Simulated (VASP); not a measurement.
GaP: single point with RPBE

**What was measured.**

“Stacking defects in GaP nanowires: Electronic structure and optical properties”, 2018, arxiv:1810.01194 quotes, for a bulk crystal of GaP at 10 K: band gap 2.34 eV (indirect).

Crystal: GaP.

```
CELL_PARAMETERS angstrom
0.00000 2.77769 2.77769
2.77769 0.00000 2.77769
2.77769 2.77769 0.00000
ATOMIC_POSITIONS crystal
Ga 0.00000 0.00000 0.00000
P 0.25000 0.25000 0.25000
```

```json
{
  "Program": "VASP 6.6.1",
  "Task": "single point",
  "Functional": "RPBE",
  "Potentials or basis": "VASP PAW PBE potentials, release 64 (Ga_d, P)",
  "Cutoff": "520 eV",
  "k mesh": "6 × 6 × 6",
  "Occupations": "gaussian, width 0.01 eV",
  "Spin": "no spin polarisation",
  "Dipole correction": "no",
  "Further INCAR settings": "ALGO = Normal; EDIFF = 1e-06; NBANDS = 16"
}
```

```
Pressure               : -0.1 GPa
Band gap on the k mesh : 1.49 eV, direct
```

Levels at points of the mesh, in eV from the valence-band top:
```csv
k point,band 7,band 8,band 9,band 10,band 11,band 12
"(0.00, 0.00, 0.00)",0.00,0.00,0.00,1.49,3.93,3.93
"(0.50, 0.00, 0.00)",-6.27,-1.03,-1.03,1.60,4.76,4.76
"(0.50, 0.50, 0.00)",-6.45,-2.48,-2.48,1.88,1.95,10.22
```

It took 10 s on 1 thread of AMD EPYC 7R13 Processor (Zen 3) (shared host), peak memory 0.14 GiB.

Measured gap of GaP: 2.34 eV (indirect; 10 K; quoted in “Stacking defects in GaP nanowires: Electronic structure and optical properties”, 2018, arxiv:1810.01194). This calculation gives 1.49 eV (-0.85 eV). Spin-orbit coupling on Ga is left out. The value is that of RPBE on a finite k mesh, which can miss the band edges, without temperature or zero-point motion. Semilocal functionals fall short of measured gaps as a rule.

Caveat: the PAW data sets were made with another functional, which shifts forces and pressure a little.
